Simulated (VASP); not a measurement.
# Co: single point with RPBE

The system is Co.

```
Co
1.0
     2.41416    0.00000    0.00000
    -1.20708    2.09072    0.00000
     0.00000    0.00000    3.89968
Co
2
Direct
  0.33333 0.66667 0.25000
  0.66667 0.33333 0.75000
```

| Quantity | Value |
| --- | --- |
| Program | VASP 6.6.1 |
| Task | single point |
| Functional | RPBE |
| Potentials or basis | VASP PAW PBE potentials, release 64 (Co) |
| Cutoff | 520 eV |
| k mesh | 23 × 23 × 13 |
| Occupations | fermi-dirac, width 0.05 eV |
| Spin | collinear spin, ferromagnetic start |
| Starting moments | [1.729, 1.729] μB |

The pressure is 32.0 GPa, the net moment is 3.09 μB per cell and the site moments are Co +1.55 μB. The valence electrons inside the program's atomic spheres are Co 8.48.

Stress tensor (GPa, compression positive):
```
31.95  0.00  0.00
 0.00 31.95  0.00
 0.00  0.00 32.14
```

Levels at points of the mesh, in eV from the Fermi level:
Spin up:
| k point | band 7 | band 8 | band 9 | band 10 | band 11 | band 12 | band 13 | band 14 | band 15 | band 16 |
| --- | --- | --- | --- | --- | --- | --- | --- | --- | --- | --- |
| (0.00, 0.00, 0.00) | -2.37 | -1.98 | -1.98 | -0.70 | -0.70 | -0.08 | 7.32 | 22.79 | 26.23 | 26.45 |
Spin down:
```
           k point  band 3  band 4  band 5  band 6  band 7  band 8  band 9  band 10  band 11  band 12
(0.00, 0.00, 0.00)   -1.15   -1.14   -1.14   -0.71   -0.71   -0.24   -0.24    -0.17     1.16     1.16
```

It took 2.2 min on 1 thread of Intel(R) Xeon(R) 6975P-C (Granite Rapids), with other jobs on the host, peak memory 0.31 GiB.

Caveat: the cell stands under pressure; the PAW data sets were made with another functional, which shifts forces and pressure a little.
